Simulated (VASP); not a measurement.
# MoS2 (P-3m1) in VASP: a series of runs

MoS2 is run at these levels: PBEsol; tasks: single point, relaxation of cell and atoms.

Everything below comes from runs of VASP 6.6.1. Logs are shortened: lines on timing, memory, paths and dates and some standing lists are left out, and cuts for length are marked.

### 1 The cell of the first run

It takes space group P-3m1 (No. 164, trigonal). The conventional cell has a = 3.141 Å, b = 3.141 Å, c = 6.125 Å, α = 90.00°, β = 90.00°, γ = 120.00°. Mo (site symmetry -3m) has 6 S at 2.41 Å and 6 Mo at 3.14 Å within 3.2 Å. S (site symmetry 3m) has 3 Mo at 2.41 Å and 6 S at 3.14 Å within 3.2 Å.

### 2 Single point, PBEsol

The input, INCAR:

```
PREC = Accurate
ENCUT = 520
EDIFF = 1E-7
ISMEAR = 0
SIGMA = 0.1
LREAL = F
LASPH = T
NELM = 100
ALGO = Normal
ISIF = 2
LWAVE = F
LCHARG = F
GGA = PS
NBANDS = 20
```

The input, KPOINTS:

```
Automatic mesh
0
Gamma
  18 18 8
```

The input, POSCAR:

```
MoS2
1.0
    3.1411847469      0.0000000000      0.0000000000
   -1.5705923735      2.7203457888      0.0000000000
    0.0000000000      0.0000000000      6.1247114470
Mo S
1 2
Direct
    0.0000000000      0.0000000000      0.5000000000
    0.3333333333      0.6666666667      0.2410625189
    0.6666666667      0.3333333333      0.7589374811
```

Potentials or basis: VASP PAW PBE potentials, release 64 (Mo_sv, S).

Started as:

```bash
$ cat potpaw_PBE.64/Mo_sv/POTCAR potpaw_PBE.64/S/POTCAR > POTCAR
$ mpirun -np 1 vasp_std > vasp.out
```

OUTCAR:

```text
PREC = Accurate
   ENCUT = 520
   EDIFF = 1E-7
   ISMEAR = 0
   LREAL = F
   LASPH = T
   NELM = 100
   ISIF = 2
   GGA = PS

 ion  position               nearest neighbor table
   1  0.000  0.000  0.500-   2 2.41   3 2.41   3 2.41   2 2.41   3 2.41   2 2.41
   2  0.333  0.667  0.241-   1 2.41   1 2.41   1 2.41
   3  0.667  0.333  0.759-   1 2.41   1 2.41   1 2.41

  LATTYP: Found a hexagonal cell.
 ALAT       =     3.1411847469
 C/A-ratio  =     1.9498093683

  Lattice vectors:

 A1 = (   3.1411847469,   0.0000000000,   0.0000000000)
 A2 = (  -1.5705923735,   2.7203457888,   0.0000000000)
 A3 = (   0.0000000000,   0.0000000000,   6.1247114470)

Analysis of symmetry for initial positions (statically):
=====================================================================
 Subroutine PRICEL returns:
 Original cell was already a primitive cell.

 Routine SETGRP: Setting up the symmetry group for a
 hexagonal supercell.

 Subroutine GETGRP returns: Found 12 space group operations
 (whereof 12 operations were pure point group operations)
 out of a pool of 24 trial point group operations.

The static configuration has the point symmetry D_3d.

Analysis of symmetry for dynamics (positions and initial velocities):
=====================================================================
 Subroutine PRICEL returns:
 Original cell was already a primitive cell.

 Routine SETGRP: Setting up the symmetry group for a
 hexagonal supercell.

 Subroutine GETGRP returns: Found 12 space group operations
 (whereof 12 operations were pure point group operations)
 out of a pool of 24 trial point group operations.

The dynamic configuration has the point symmetry D_3d.

 Subroutine INISYM returns: Found 12 space group operations
 (whereof 12 operations are pure point group operations),
 and found     1 'primitive' translations

----------------------------------------------------------------------------------------

                                     Primitive cell

  volume of cell :      52.3363

  direct lattice vectors                    reciprocal lattice vectors
     3.141184747  0.000000000  0.000000000     0.318351221  0.183800163  0.000000000
    -1.570592374  2.720345789  0.000000000     0.000000000  0.367600326  0.000000000
     0.000000000  0.000000000  6.124711447     0.000000000  0.000000000  0.163272998

  length of vectors
     3.141184747  3.141184747  6.124711447     0.367600326  0.367600326  0.163272998

  position of ions in fractional coordinates (direct lattice)
     0.000000000  0.000000000  0.500000000
     0.333333333  0.666666667  0.241062519
     0.666666667  0.333333333  0.758937481

  ion indices of the primitive-cell ions
   primitive index   ion index
                 1           1
                 2           2
                 3           3

----------------------------------------------------------------------------------------

 KPOINTS: Automatic mesh

Automatic generation of k-mesh.
 Grid dimensions read from file:
 generate k-points for:   18   18    8

 Generating k-lattice:

  Cartesian coordinates                     Fractional coordinates (reciprocal lattice)
     0.017686179  0.010211120  0.000000000     0.055555556  0.000000000  0.000000000
     0.000000000  0.020422240  0.000000000     0.000000000  0.055555556  0.000000000
     0.000000000  0.000000000  0.020409125     0.000000000  0.000000000  0.125000000

  Length of vectors
     0.020422240  0.020422240  0.020409125

  Shift w.r.t. Gamma in fractional coordinates (k-lattice)
     0.000000000  0.000000000  0.000000000

 Subroutine IBZKPT returns following result:
 ===========================================

 Found    266 irreducible k-points:

 Following reciprocal coordinates:
            Coordinates               Weight
  0.000000  0.000000  0.000000      1.000000
  0.055556  0.000000  0.000000      6.000000
  0.111111  0.000000  0.000000      6.000000
  0.166667  0.000000  0.000000      6.000000
  0.222222 -0.000000  0.000000      6.000000
  0.277778 -0.000000  0.000000      6.000000
[... 16 lines left out ...]
  0.333333  0.111111  0.000000     12.000000
  0.388889  0.111111  0.000000     12.000000
 [... further k-points ...]
   k-points           NKPTS =    266   k-points in BZ     NKDIM =    266   number of bands    NBANDS=     20
   number of dos      NEDOS =    301   number of ions     NIONS =      3
   total plane-waves  NPLWV =  27648
   dimension x,y,z NGX =    24 NGY =   24 NGZ =   48
   dimension x,y,z NGXF=    48 NGYF=   48 NGZF=   96
   ions per type =               1   2
   NGX,Y,Z   is equivalent  to a cutoff of  12.70, 12.70, 13.03 a.u.
   NGXF,Y,Z  is equivalent  to a cutoff of  25.40, 25.40, 26.06 a.u.
 SYSTEM =  unknown system
   PREC   = accura    normal or accurate (medium, high low for compatibility)
   ISTART =      0    job   : 0-new  1-cont  2-samecut
   ICHARG =      2    charge: 1-file 2-atom 10-const
   ISPIN  =      1    spin polarized calculation?
   LNONCOLLINEAR =      F non collinear calculations
   LSORBIT =      F    spin-orbit coupling
   LASPH  =      T    aspherical Exc in radial PAW
   ENCUT  =  520.0 eV  38.22 Ry    6.18 a.u.   5.84  5.84 11.39*2*pi/ulx,y,z
   NELM   =    100;   NELMIN=  2; NELMDL= -5     # of ELM steps
   EDIFF  = 0.1E-06   stopping-criterion for ELM
   LREAL  =      F    real-space projection
   EDIFFG = 0.1E-05   stopping-criterion for IOM
   NSW    =      0    number of steps for IOM
   IBRION =     -1    ionic relax: 0-MD 1-quasi-New 2-CG
   NFREE  =      0    steps in history (QN), initial steepest desc. (CG)
   ISIF   =      2    stress and relaxation
   ISYM   =      2    0-nonsym 1-usesym 2-fastsym
   POTIM  = 0.5000    time-step for ionic-motion
   TEBEG  =    0.0;   TEEND  =   0.0 temperature during run
   PSTRESS=    0.0 pullay stress
   NELECT =      26.0000    total number of electrons
   NUPDOWN=      -1.0000    fix difference up-down
   EMIN   =  10.00;   EMAX   =-10.00  energy-range for DOS
   EFERMI =   0.00;   METHOD = LEGACY
   ISMEAR =     0;   SIGMA  =   0.10  broadening in eV -4-tet -1-fermi 0-gaus
   EFERMI_NEDOS =   21; number of points for ismear=-14 and -15
   IALGO  =     38    algorithm
   IMIX   =      4    mixing-type and parameters
     AMIX     =   0.40;   BMIX     =  1.00
     AMIX_MAG =   1.60;   BMIX_MAG =  1.00
  volume/ion in A,a.u.               =      17.45       117.73
  Fermi-wavevector in a.u.,A,eV,Ry     =   1.296577  2.450175 22.872905  1.681111
  Thomas-Fermi vector in A             =   2.428024
   LORBIT       =      0    0 simple, 1 ext, 2 COOP (PROOUT), +10 PAW based schemes
   GGA     = PS    functional components
   LHFCALC =     F    Hartree Fock is set to
   AEXX    =    0.0000 exact exchange contribution
   IVDW    =     0    specifies the selected vdW correction
   LEPSILON=     F    determine dielectric tensor
   LRPA    =     F    only Hartree local field effects (RPA)
 non-spin polarized calculation
 Gauss-broadening in eV      SIGMA  =   0.10
  energy-cutoff  :      520.00
  volume of cell :       52.34
 maximum number of plane-waves:      1424
   NGX = 11   NGY = 11   NGZ = 23

 number of electron      25.9999999 magnetization

 Free energy of the ion-electron system (eV)
  ---------------------------------------------------
  ext. energy  EPLUGINS =         0.00000000
  ---------------------------------------------------
  free energy    TOTEN  =       -22.61887264 eV

  energy without entropy =      -22.61192483  energy(sigma->0) =      -22.61539874

 E-fermi :   7.9486     XC(G=0): -11.1515

 val. band max:        7.9398501101   @ k =   0.3333   0.2222   0.0000
 cond. band min:       7.9504649579   @ k =   0.2222   0.2222   0.3750
 fundamental gap:      0.0106148478
 Fermi energy:         7.9486259366

 k-point     1 :       0.0000    0.0000    0.0000
  band No.  band energies     occupation
      1     -53.7119      2.00000
      2     -27.8426      2.00000
      3     -27.6912      2.00000
      4     -27.6912      2.00000
      5      -7.2599      2.00000
      6      -5.6597      2.00000
[... 12 lines left out ...]
     19      14.5701      0.00000
     20      17.6059      0.00000

 k-point     2 :       0.0556    0.0000    0.0000
  band No.  band energies     occupation
      1     -53.7106      2.00000
      2     -27.8400      2.00000
      3     -27.7044      2.00000
      4     -27.6942      2.00000
      5      -7.2083      2.00000
      6      -5.6458      2.00000
[... 12 lines left out ...]
     19      14.7543      0.00000
     20      17.4055      0.00000

 k-point     3 :       0.1111    0.0000    0.0000
  band No.  band energies     occupation
      1     -53.7067      2.00000
      2     -27.8325      2.00000
      3     -27.7423      2.00000
      4     -27.7028      2.00000
      5      -7.0565      2.00000
      6      -5.6050      2.00000
[... 12 lines left out ...]
     19      15.1929      0.00000
     20      17.1050      0.00000

 k-point     4 :       0.1667    0.0000    0.0000
  band No.  band energies     occupation
      1     -53.7007      2.00000
      2     -27.8212      2.00000
      3     -27.7998      2.00000
      4     -27.7160      2.00000
      5      -6.8135      2.00000
      6      -5.5406      2.00000
[... 12 lines left out ...]
     19      15.7734      0.00000
     20      17.0118      0.00000

 k-point     5 :       0.2222   -0.0000    0.0000
  band No.  band energies     occupation
      1     -53.6933      2.00000
      2     -27.8703      2.00000
      3     -27.8066      2.00000
      4     -27.7322      2.00000
      5      -6.4961      2.00000
      6      -5.4563      2.00000
[... 12 lines left out ...]
     19      15.8215      0.00000
     20      16.8815      0.00000
[... 353 lines left out ...]
      6      -5.3262      2.00000
[... 12 lines left out ...]
     19      15.9413      0.00000
     20      16.4574      0.00000

 k-point    22 :       0.2778    0.1111    0.0000
  band No.  band energies     occupation
      1     -53.6762      2.00000
      2     -28.0106      2.00000
      3     -27.7912      2.00000
      4     -27.7730      2.00000
      5      -5.6602      2.00000
      6      -5.2013      2.00000
[... 12 lines left out ...]
     19      15.7758      0.00000
     20      15.8718      0.00000

 k-point    23 :       0.3333    0.1111    0.0000
  band No.  band energies     occupation
      1     -53.6705      2.00000
      2     -28.0584      2.00000
      3     -27.8074      2.00000
      4     -27.7625      2.00000
      5      -5.4162      2.00000
      6      -5.0098      2.00000
[... 12 lines left out ...]
     19      15.1802      0.00000
     20      15.8762      0.00000

 k-point    24 :       0.3889    0.1111    0.0000
  band No.  band energies     occupation
      1     -53.6668      2.00000
      2     -28.0894      2.00000
      3     -27.8182      2.00000
      4     -27.7555      2.00000
      5      -5.3095      2.00000
      6      -4.7972      2.00000
[... 12 lines left out ...]
     19      14.9670      0.00000
     20      16.0251      0.00000

 [... further k-points ...]

------------------------ aborting loop because EDIFF is reached ----------------------------------------

  FORCE on cell =-STRESS in cart. coord.  units (eV):
  Direction    XX          YY          ZZ          XY          YZ          ZX
  --------------------------------------------------------------------------------------
  -------------------------------------------------------------------------------------
  Total        0.0069601      0.0069601      0.0159708     -0.0000000      0.0000000     -0.0000000
  in kB        0.2130708      0.2130708      0.4889147     -0.0000000      0.0000000     -0.0000000
  external PRESSURE =       0.3050188 kB  Pullay stress =       0.0000000 kB

 VOLUME and BASIS-vectors are now :
 -----------------------------------------------------------------------------
  energy-cutoff  :      520.00
  volume of cell :       52.34
      direct lattice vectors                 reciprocal lattice vectors
     3.141184747  0.000000000  0.000000000     0.318351221  0.183800163  0.000000000
    -1.570592374  2.720345789  0.000000000     0.000000000  0.367600326  0.000000000
     0.000000000  0.000000000  6.124711447     0.000000000  0.000000000  0.163272998

 POSITION                                       TOTAL-FORCE (eV/Angst)
 -----------------------------------------------------------------------------------
      0.00000      0.00000      3.06236        -0.000000      0.000000      0.000000
     -0.00000      1.81356      1.47644         0.000000      0.000000     -0.004587
      1.57059      0.90678      4.64827         0.000000     -0.000000      0.004587
 -----------------------------------------------------------------------------------
    total drift:                               -0.000000      0.000000      0.000000

  FREE ENERGIE OF THE ION-ELECTRON SYSTEM (eV)
  ---------------------------------------------------
  free  energy   TOTEN  =       -22.6188726446 eV

  energy  without entropy=      -22.6119248318  energy(sigma->0) =      -22.61539874
```

Wall time 5.8 min (1 thread of Intel Xeon 8259CL, shared host); peak memory 0.36 GiB.

What came out:

* Free energy: -22.6189 eV
* Pressure: 0.0 GPa
* Largest force: 0.005 eV/Å
* Band gap on the k mesh: zero (bands 13 and 14 overlap by 1.03 eV)

Forces in eV/Å, atoms in the order of the input:
```
Mo   0.000  0.000  0.000
S    0.000  0.000 -0.005
S    0.000  0.000  0.005
```

Levels at points of the mesh, in eV from the Fermi level:
```csv
k point,band 11,band 12,band 13,band 14,band 15,band 16
"(0.00, 0.00, 0.00)",-1.60,-0.90,-0.90,-0.06,-0.06,3.16
"(0.50, 0.00, 0.00)",-3.45,-1.96,-1.71,1.26,1.80,3.72
"(0.00, 0.00, 0.50)",-0.91,-0.91,-0.23,-0.18,-0.18,3.42
"(0.50, 0.00, 0.50)",-2.54,-2.34,-1.43,1.25,1.95,3.19
```

Caveat: the PAW data sets were made with another functional, which shifts forces and pressure a little; this functional lacks dispersion, which binds layers or chains, so the pressure and a relaxed spacing across them are unreliable.

### 3 Single point, PBEsol

The input, INCAR:

```
SYSTEM = MoS2
ALGO = Normal
EDIFF = 1E-6
ENCUT = 520
GGA = PS
ISIF = 2
ISMEAR = 0
LASPH = .TRUE.
LCHARG = .FALSE.
LREAL = .FALSE.
LWAVE = .FALSE.
NBANDS = 20
NELM = 100
PREC = Accurate
SIGMA = 0.15
```

The input, KPOINTS:

```
k-points
0
G
  18 18 8
  0 0 0
```

POSCAR is that of step 2.

Potentials or basis: VASP PAW PBE potentials, release 64 (Mo_sv, S).

Started as:

```bash
$ cat potpaw_PBE.64/Mo_sv/POTCAR potpaw_PBE.64/S/POTCAR > POTCAR
$ mpirun -np 1 vasp_std > vasp.out
```

It took 4.9 min on 1 thread of Intel Xeon 8259CL, shared host; peak memory 0.37 GiB.

It converged, with:

```
Free energy            : -22.6230 eV
Pressure               : 0.1 GPa
Largest force          : 0.005 eV/Å
Band gap on the k mesh : zero (bands 13 and 14 overlap by 1.03 eV)
```

Forces on the atoms (eV/Å):
```
Mo   0.000  0.000  0.000
S    0.000  0.000 -0.005
S    0.000  0.000  0.005
```

Levels at points of the mesh, in eV from the Fermi level:
| k point | band 11 | band 12 | band 13 | band 14 | band 15 | band 16 |
| --- | --- | --- | --- | --- | --- | --- |
| (0.00, 0.00, 0.00) | -1.59 | -0.89 | -0.89 | -0.05 | -0.05 | 3.17 |
| (0.50, 0.00, 0.00) | -3.44 | -1.95 | -1.69 | 1.27 | 1.81 | 3.73 |
| (0.00, 0.00, 0.50) | -0.90 | -0.90 | -0.22 | -0.17 | -0.17 | 3.43 |
| (0.50, 0.00, 0.50) | -2.53 | -2.33 | -1.42 | 1.27 | 1.96 | 3.20 |

Caveat: the PAW data sets were made with another functional, which shifts forces and pressure a little; this functional lacks dispersion, which binds layers or chains, so the pressure and a relaxed spacing across them are unreliable.

(Continued in part 2 of 3.)
